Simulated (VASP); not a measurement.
# Ga2ReF (P4/mmm) in VASP: single point with PBE

Aim: the single point of Ga2ReF with PBE.

Program: VASP 6.6.1. These are calculated values, not measurements. Logs are shortened: lines on timing, memory, paths and dates and some standing lists are left out, and cuts for length are marked.

## Step 1: The cell of the first run

Symmetry: P4/mmm, No. 123, tetragonal system. Conventional cell: a = 4.022 Å, b = 4.022 Å, c = 3.802 Å, α = 90.00°, β = 90.00°, γ = 90.00°. Within 3.6 Å of Ga (site symmetry mmm) lie 4 Re at 2.77 Å and 4 F at 2.77 Å and 4 Ga at 2.84 Å. Re (site symmetry 4/mmm) has 8 Ga at 2.77 Å and 4 F at 2.84 Å within 3.6 Å. F (site symmetry 4/mmm) has 8 Ga at 2.77 Å and 4 Re at 2.84 Å within 3.6 Å.

## Step 2: Single point, PBE, collinear spin, ferromagnetic start

Input file INCAR:

```
SYSTEM = Ga2ReF
PREC = Accurate ; ENCUT = 520
EDIFF = 1E-6 ; ISMEAR = 0
SIGMA = 0.1 ; LREAL = .False.
LASPH = .True. ; NELM = 150
ALGO = Normal ; ISIF = 2
LWAVE = .False. ; LCHARG = .False.
ISPIN = 2 ; MAGMOM = 0 0 1 0
LORBIT = 11 ; LMAXMIX = 4
GGA = PE ; NBANDS = 32
```

Input file KPOINTS:

```
Automatic mesh
0
Gamma
  4 4 4
  0 0 0
```

Input file POSCAR:

```
Ga2ReF
1.0
    4.0217395500      0.0000000000      0.0000000000
    0.0000000000      4.0217395500      0.0000000000
    0.0000000000      0.0000000000      3.8017840300
Ga Re F
2 1 1
Direct
    0.0000000000      0.5000000000      0.5000000000
    0.5000000000      0.0000000000      0.5000000000
    0.5000000000      0.5000000000      0.0000000000
    0.0000000000      0.0000000000      0.0000000000
```

Potentials or basis: VASP PAW PBE potentials, release 64 (Ga_d, Re, F).

Run with:

```
$ cat potpaw_PBE.64/Ga_d/POTCAR potpaw_PBE.64/Re/POTCAR potpaw_PBE.64/F/POTCAR > POTCAR
$ mpirun -np 1 vasp_std > vasp.out
```

OUTCAR:

```text
SYSTEM = Ga2ReF
   PREC = Accurate
   ENCUT = 520
   EDIFF = 1E-6
   ISMEAR = 0
   LREAL = .False.
   LASPH = .True.
   NELM = 150
   ISIF = 2
   ISPIN = 2
   LORBIT = 11
   GGA = PE

 ion  position               nearest neighbor table
   1  0.000  0.500  0.500-   3 2.77   3 2.77   3 2.77   3 2.77   2 2.84   2 2.84   2 2.84   2 2.84

   2  0.500  0.000  0.500-   3 2.77   3 2.77   3 2.77   3 2.77   1 2.84   1 2.84   1 2.84   1 2.84

   3  0.500  0.500  0.000-   1 2.77   2 2.77   1 2.77   2 2.77   2 2.77   2 2.77   1 2.77   1 2.77

   4  0.000  0.000  0.000-

  LATTYP: Found a simple tetragonal cell.
 ALAT       =     4.0217395500
 C/A-ratio  =     0.9453083629

  Lattice vectors:

 A1 = (   4.0217395500,   0.0000000000,   0.0000000000)
 A2 = (   0.0000000000,   4.0217395500,   0.0000000000)
 A3 = (   0.0000000000,   0.0000000000,   3.8017840300)

Analysis of symmetry for initial positions (statically):
=====================================================================
 Subroutine PRICEL returns:
 Original cell was already a primitive cell.

 Routine SETGRP: Setting up the symmetry group for a
 simple tetragonal supercell.

 Subroutine GETGRP returns: Found 16 space group operations
 (whereof 16 operations were pure point group operations)
 out of a pool of 16 trial point group operations.

The static configuration has the point symmetry D_4h.

Analysis of symmetry for dynamics (positions and initial velocities):
=====================================================================
 Subroutine PRICEL returns:
 Original cell was already a primitive cell.

 Routine SETGRP: Setting up the symmetry group for a
 simple tetragonal supercell.

 Subroutine GETGRP returns: Found 16 space group operations
 (whereof 16 operations were pure point group operations)
 out of a pool of 16 trial point group operations.

The dynamic configuration has the point symmetry D_4h.

Analysis of structural, dynamic, and magnetic symmetry:
=====================================================================
 Subroutine PRICEL returns:
 Original cell was already a primitive cell.

 Routine SETGRP: Setting up the symmetry group for a
 simple tetragonal supercell.

 Subroutine GETGRP returns: Found 16 space group operations
 (whereof 16 operations were pure point group operations)
 out of a pool of 16 trial point group operations.

The overall configuration has the point symmetry D_4h.

 Subroutine INISYM returns: Found 16 space group operations
 (whereof 16 operations are pure point group operations),
 and found     1 'primitive' translations

----------------------------------------------------------------------------------------

                                     Primitive cell

  volume of cell :      61.4915

  direct lattice vectors                    reciprocal lattice vectors
     4.021739550  0.000000000  0.000000000     0.248648623  0.000000000  0.000000000
     0.000000000  4.021739550  0.000000000     0.000000000  0.248648623  0.000000000
     0.000000000  0.000000000  3.801784030     0.000000000  0.000000000  0.263034405

  length of vectors
     4.021739550  4.021739550  3.801784030     0.248648623  0.248648623  0.263034405

  position of ions in fractional coordinates (direct lattice)
     0.000000000  0.500000000  0.500000000
     0.500000000  0.000000000  0.500000000
     0.500000000  0.500000000  0.000000000
     0.000000000  0.000000000  0.000000000

  ion indices of the primitive-cell ions
   primitive index   ion index
                 1           1
                 2           2
                 3           3
                 4           4

----------------------------------------------------------------------------------------

 KPOINTS: Automatic mesh

Automatic generation of k-mesh.
 Grid dimensions read from file:
 generate k-points for:    4    4    4

 Generating k-lattice:

  Cartesian coordinates                     Fractional coordinates (reciprocal lattice)
     0.062162156  0.000000000  0.000000000     0.250000000  0.000000000  0.000000000
     0.000000000  0.062162156  0.000000000     0.000000000  0.250000000  0.000000000
     0.000000000  0.000000000  0.065758601     0.000000000  0.000000000  0.250000000

  Length of vectors
     0.062162156  0.062162156  0.065758601

  Shift w.r.t. Gamma in fractional coordinates (k-lattice)
     0.000000000  0.000000000  0.000000000

 Subroutine IBZKPT returns following result:
 ===========================================

 Found     18 irreducible k-points:

 Following reciprocal coordinates:
            Coordinates               Weight
  0.000000  0.000000  0.000000      1.000000
  0.250000  0.000000  0.000000      4.000000
  0.500000  0.000000  0.000000      2.000000
  0.250000  0.250000  0.000000      4.000000
  0.500000  0.250000  0.000000      4.000000
  0.500000  0.500000  0.000000      1.000000
[... 10 lines left out ...]
  0.500000  0.250000  0.500000      4.000000
  0.500000  0.500000  0.500000      1.000000
   k-points           NKPTS =     18   k-points in BZ     NKDIM =     18   number of bands    NBANDS=     32
   number of dos      NEDOS =    301   number of ions     NIONS =      4
   total plane-waves  NPLWV =  25200
   dimension x,y,z NGX =    30 NGY =   30 NGZ =   28
   dimension x,y,z NGXF=    60 NGYF=   60 NGZF=   56
   ions per type =               2   1   1
   NGX,Y,Z   is equivalent  to a cutoff of  12.40, 12.40, 12.24 a.u.
   NGXF,Y,Z  is equivalent  to a cutoff of  24.80, 24.80, 24.49 a.u.
 SYSTEM =  Ga2ReF
   PREC   = accura    normal or accurate (medium, high low for compatibility)
   ISTART =      0    job   : 0-new  1-cont  2-samecut
   ICHARG =      2    charge: 1-file 2-atom 10-const
   ISPIN  =      2    spin polarized calculation?
   LNONCOLLINEAR =      F non collinear calculations
   LSORBIT =      F    spin-orbit coupling
   LASPH  =      T    aspherical Exc in radial PAW
   ENCUT  =  520.0 eV  38.22 Ry    6.18 a.u.   7.48  7.48  7.07*2*pi/ulx,y,z
   NELM   =    150;   NELMIN=  2; NELMDL= -5     # of ELM steps
   EDIFF  = 0.1E-05   stopping-criterion for ELM
   LREAL  =      F    real-space projection
   EDIFFG = 0.1E-04   stopping-criterion for IOM
   NSW    =      0    number of steps for IOM
   IBRION =     -1    ionic relax: 0-MD 1-quasi-New 2-CG
   NFREE  =      0    steps in history (QN), initial steepest desc. (CG)
   ISIF   =      2    stress and relaxation
   ISYM   =      2    0-nonsym 1-usesym 2-fastsym
   POTIM  = 0.5000    time-step for ionic-motion
   TEBEG  =    0.0;   TEEND  =   0.0 temperature during run
   PSTRESS=    0.0 pullay stress
   NELECT =      40.0000    total number of electrons
   NUPDOWN=      -1.0000    fix difference up-down
   EMIN   =  10.00;   EMAX   =-10.00  energy-range for DOS
   EFERMI =   0.00;   METHOD = LEGACY
   ISMEAR =     0;   SIGMA  =   0.10  broadening in eV -4-tet -1-fermi 0-gaus
   EFERMI_NEDOS =   21; number of points for ismear=-14 and -15
   IALGO  =     38    algorithm
   IMIX   =      4    mixing-type and parameters
     AMIX     =   0.40;   BMIX     =  1.00
     AMIX_MAG =   1.60;   BMIX_MAG =  1.00
  volume/ion in A,a.u.               =      15.37       103.74
  Fermi-wavevector in a.u.,A,eV,Ry     =   1.418479  2.680538 27.376065  2.012084
  Thomas-Fermi vector in A             =   2.539601
   LORBIT       =     11    0 simple, 1 ext, 2 COOP (PROOUT), +10 PAW based schemes
   GGA     = PE    functional components
   LHFCALC =     F    Hartree Fock is set to
   AEXX    =    0.0000 exact exchange contribution
   IVDW    =     0    specifies the selected vdW correction
   LEPSILON=     F    determine dielectric tensor
   LRPA    =     F    only Hartree local field effects (RPA)
 spin polarized calculation
 Gauss-broadening in eV      SIGMA  =   0.10
  energy-cutoff  :      520.00
  volume of cell :       61.49
 maximum number of plane-waves:      1678
 NGX is ok and might be reduce to    30
   NGX = 15   NGY = 15   NGZ = 15

 number of electron      40.0000009 magnetization       2.0017991

 Free energy of the ion-electron system (eV)
  ---------------------------------------------------
  ext. energy  EPLUGINS =         0.00000000
  ---------------------------------------------------
  free energy    TOTEN  =       -19.36367679 eV

  energy without entropy =      -19.35804459  energy(sigma->0) =      -19.36086069

 E-fermi :   5.5206     XC(G=0): -11.6289

 val. band max:        5.4208814386   @ k =   0.5000   0.0000   0.0000
 cond. band min:       5.5286436706   @ k =   0.5000   0.5000   0.2500
 fundamental gap:      0.1077622320
 Fermi energy:         5.5206246247

 spin component 1

 k-point     1 :       0.0000    0.0000    0.0000
  band No.  band energies     occupation
      1     -17.6587      1.00000
      2      -9.7139      1.00000
      3      -9.6544      1.00000
      4      -9.5026      1.00000
      5      -9.4842      1.00000
      6      -9.4842      1.00000
[... 24 lines left out ...]
     31      18.9963      0.00000
     32      18.9963      0.00000

 k-point     2 :       0.2500    0.0000    0.0000
  band No.  band energies     occupation
      1     -17.6405      1.00000
      2      -9.6514      1.00000
      3      -9.6066      1.00000
      4      -9.4641      1.00000
      5      -9.4632      1.00000
      6      -9.4607      1.00000
[... 24 lines left out ...]
     31      18.9502      0.00000
     32      19.2481      0.00000
[... 523 lines left out ...]
     31      20.2068      0.00000
     32      20.6813      0.00000

 k-point    18 :       0.5000    0.5000    0.5000
  band No.  band energies     occupation
      1     -17.5924      1.00000
      2      -9.5881      1.00000
      3      -9.5881      1.00000
      4      -9.5179      1.00000
      5      -9.4815      1.00000
      6      -9.4758      1.00000
[... 24 lines left out ...]
     31      22.3846      0.00000
     32      22.3926      0.00000
 Fermi energy:         5.5206246247

 spin component 2

 k-point     1 :       0.0000    0.0000    0.0000
  band No.  band energies     occupation
      1     -17.4354      1.00000
      2      -9.7141      1.00000
      3      -9.6542      1.00000
      4      -9.5041      1.00000
      5      -9.4823      1.00000
      6      -9.4823      1.00000
[... 24 lines left out ...]
     31      19.8255      0.00000
     32      19.8255      0.00000

 k-point     2 :       0.2500    0.0000    0.0000
  band No.  band energies     occupation
      1     -17.4174      1.00000
      2      -9.6515      1.00000
      3      -9.6073      1.00000
      4      -9.4629      1.00000
      5      -9.4626      1.00000
      6      -9.4625      1.00000
[... 24 lines left out ...]
     31      19.3605      0.00000
     32      19.6863      0.00000
[... 523 lines left out ...]
     31      20.8146      0.00000
     32      20.9454      0.00000

 k-point    18 :       0.5000    0.5000    0.5000
  band No.  band energies     occupation
      1     -17.3667      1.00000
      2      -9.5902      1.00000
      3      -9.5902      1.00000
      4      -9.5091      1.00000
      5      -9.4817      1.00000
      6      -9.4768      1.00000
[... 24 lines left out ...]
     31      22.3457      0.00000
     32      22.3567      0.00000

------------------------ aborting loop because EDIFF is reached ----------------------------------------

  FORCE on cell =-STRESS in cart. coord.  units (eV):
  Direction    XX          YY          ZZ          XY          YZ          ZX
  --------------------------------------------------------------------------------------
  -------------------------------------------------------------------------------------
  Total        0.9039094      0.9039094     -5.3993704      0.0000000      0.0000000      0.0000000
  in kB       23.5515870     23.5515870   -140.6819502      0.0000000      0.0000000      0.0000000
  external PRESSURE =     -31.1929254 kB  Pullay stress =       0.0000000 kB

 VOLUME and BASIS-vectors are now :
 -----------------------------------------------------------------------------
  energy-cutoff  :      520.00
  volume of cell :       61.49
      direct lattice vectors                 reciprocal lattice vectors
     4.021739550  0.000000000  0.000000000     0.248648623  0.000000000  0.000000000
     0.000000000  4.021739550  0.000000000     0.000000000  0.248648623  0.000000000
     0.000000000  0.000000000  3.801784030     0.000000000  0.000000000  0.263034405

 POSITION                                       TOTAL-FORCE (eV/Angst)
 -----------------------------------------------------------------------------------
      0.00000      2.01087      1.90089         0.000000      0.000000      0.000000
      2.01087      0.00000      1.90089         0.000000      0.000000      0.000000
      2.01087      2.01087      0.00000         0.000000      0.000000      0.000000
      0.00000      0.00000      0.00000         0.000000      0.000000      0.000000
 -----------------------------------------------------------------------------------
    total drift:                                0.000000      0.000000     -0.000000

  FREE ENERGIE OF THE ION-ELECTRON SYSTEM (eV)
  ---------------------------------------------------
  free  energy   TOTEN  =       -19.3636767947 eV

  energy  without entropy=      -19.3580445883  energy(sigma->0) =      -19.36086069

 total charge

# of ion       s       p       d       tot
------------------------------------------
    1        0.957   0.638   9.973  11.568
    2        0.957   0.638   9.973  11.568
    3        0.457   0.275   4.830   5.563
    4        1.768   4.240   0.000   6.008
--------------------------------------------------
tot          4.139   5.792  24.776  34.707

 magnetization (x)

# of ion       s       p       d       tot
------------------------------------------
    1       -0.004  -0.020   0.008  -0.017
    2       -0.004  -0.020   0.008  -0.017
    3        0.077   0.013   1.690   1.780
    4        0.001   0.120   0.000   0.121
--------------------------------------------------
tot          0.069   0.092   1.706   1.867
```

It took 58 s on 1 thread of Intel Xeon Platinum 8375C at 2.90GHz (Ice Lake), shared host; peak memory 0.21 GiB.

What came out:

| Quantity | Value |
| --- | --- |
| Free energy | -19.3637 eV |
| Pressure | -3.1 GPa |
| Band gap on the k mesh | zero (filled and empty bands overlap) |
| Net moment | 2.00 μB per cell |
| Site moments | Ga -0.02; Re +1.78; F +0.12 μB |
| Valence electrons inside the program's atomic spheres | Ga 11.57; Re 5.56; F 6.01 |

Caveat: the k points lie up to 0.41 Å⁻¹ apart; spin-orbit coupling is left out, which moves the levels of the heavy elements.
